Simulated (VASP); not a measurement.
The system is PbF2.

```
Pb F
1.0
     0.00000    2.96044    2.96044
     2.96044    0.00000    2.96044
     2.96044    2.96044    0.00000
Pb F
1 2
Direct
  0.00000 0.00000 0.00000
  0.25000 0.25000 0.25000
  0.75000 0.75000 0.75000
```

Program: VASP 6.6.1. Alike in all runs: task single point; no spin polarisation; cell as given; cutoff (eV) 520; smearing gaussian 0.01 eV.

**Question.** Order these runs on this cell by their band gap on the k mesh, lowest first.
A. level PBE; potentials or basis VASP PAW PBE potentials, release 64 (Pb_d, F); k mesh 4 × 4 × 4
B. level LDA; potentials or basis VASP PAW LDA potentials, release 64 (Pb_d, F); k mesh 8 × 8 × 8
C. level r2SCAN; potentials or basis VASP PAW PBE potentials, release 64 (Pb_d, F); k mesh 8 × 8 × 8

**Answer.** B (4.22 eV), A (4.42 eV), C (4.93 eV).

Caveats: some runs use coarse meshes; spin-orbit coupling is left out, which moves the levels of the heavy elements.

A k mesh can miss the band edges.
